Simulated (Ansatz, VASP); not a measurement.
## WS2: VASP beside Ansatz

INCAR

```
PREC = Accurate ; ENCUT = 520
EDIFF = 1E-7 ; ISMEAR = -1
SIGMA = 0.05 ; LREAL = F
LASPH = T ; NELM = 60
ALGO = Normal ; ISIF = 2
LWAVE = F ; LCHARG = T
GGA = RE ; LELF = T
LVHAR = T ; NBANDS = 64
```

KPOINTS

```
Automatic mesh
0
Gamma
  10 10 1
```

POSCAR

```
WS2
1.0
    3.1831225544      0.0000000000      0.0000000000
   -1.5915612772      2.7566649955      0.0000000000
    0.0000000000      0.0000000000     35.1805582101
W S
4 8
Direct
    0.3333333333      0.6666666667      0.5923166100
    0.3333333333      0.6666666667      0.2234000000
    0.6666666667      0.3333333333      0.7766000000
    0.6666666667      0.3333333333      0.4076833900
    0.3333333333      0.6666666667      0.8211496400
    0.3333333333      0.6666666667      0.4520236900
    0.6666666667      0.3333333333      0.6366210700
    0.6666666667      0.3333333333      0.2677418400
    0.3333333333      0.6666666667      0.7322581600
    0.3333333333      0.6666666667      0.3633789300
    0.6666666667      0.3333333333      0.5479763100
    0.6666666667      0.3333333333      0.1788503600
```

input.yaml

```yaml
crystal:
  lattice:
    - [3.1831225544, 0.0, 0.0]
    - [-1.5915612772, 2.7566649955, 0.0]
    - [0.0, 0.0, 35.1805582101]
  atoms:
    - { symbol: W, position: [0.3333333333, 0.6666666667, 0.59231661] }
    - { symbol: W, position: [0.3333333333, 0.6666666667, 0.2234] }
    - { symbol: W, position: [0.6666666667, 0.3333333333, 0.7766] }
    - { symbol: W, position: [0.6666666667, 0.3333333333, 0.40768339] }
    - { symbol: S, position: [0.3333333333, 0.6666666667, 0.82114964] }
    - { symbol: S, position: [0.3333333333, 0.6666666667, 0.45202369] }
    - { symbol: S, position: [0.6666666667, 0.3333333333, 0.63662107] }
    - { symbol: S, position: [0.6666666667, 0.3333333333, 0.26774184] }
    - { symbol: S, position: [0.3333333333, 0.6666666667, 0.73225816] }
    - { symbol: S, position: [0.3333333333, 0.6666666667, 0.36337893] }
    - { symbol: S, position: [0.6666666667, 0.3333333333, 0.54797631] }
    - { symbol: S, position: [0.6666666667, 0.3333333333, 0.17885036] }
hamiltonian:
  xc: revpbe
  pseudopotentials: { kind: paw }
kpoints:
  mp_grid: { grid: [10, 10, 1] }
  band_path:
    path:
      - [[0.0, 0.0, 0.0], [0.5, 0.0, 0.0], [0.3333333333, 0.3333333333, 0.0], [0.0, 0.0, 0.0], [0.0, 0.0, 0.5], [0.5, 0.0, 0.5], [0.3333333333, 0.3333333333, 0.5], [0.0, 0.0, 0.5]]
      - [[0.5, 0.0, 0.5], [0.5, 0.0, 0.0]]
      - [[0.3333333333, 0.3333333333, 0.0], [0.3333333333, 0.3333333333, 0.5]]
    npoints: 10
scf:
  occupations: { method: fermi_dirac, width: 0.05 }
  n_extra_bands: 30
output:
  forces: true
  stress: true
  eigenvalues: true
  fatbands: false
```

Alike in both runs: functional revPBE; k mesh 10 × 10 × 1; occupations fermi-dirac, width 0.05 eV; no spin polarisation.

```csv
,VASP,Ansatz
version,VASP 6.6.1,Ansatz 0.2.0
potentials or method,"VASP PAW PBE potentials, release 64 (W_sv, S)",Ansatz PAW
plane-wave cutoff (eV),520,420
valence electrons in the cell,104,104
task,single point,band structure
```

Ansatz gave:

- gap on the k mesh at the Fermi level (eV): 1.47
- least direct gap on the mesh (eV): 2.11
- rms of the force components (eV/Å): 0.134

Question: Estimate VASP's values.

Answer: gap on the k mesh at the Fermi level (eV): 1.48; least direct gap on the mesh (eV): 2.11; rms of the force components (eV/Å): 0.131.

VASP's potentials were made for PBE, not for revPBE. Atom by atom the forces differ by 0.003 eV/Å (rms over components).

Neither program's run includes spin-orbit coupling. Noted on Ansatz's run: the k mesh misses the band edges, so the gap on the mesh is wider than the one along the path.
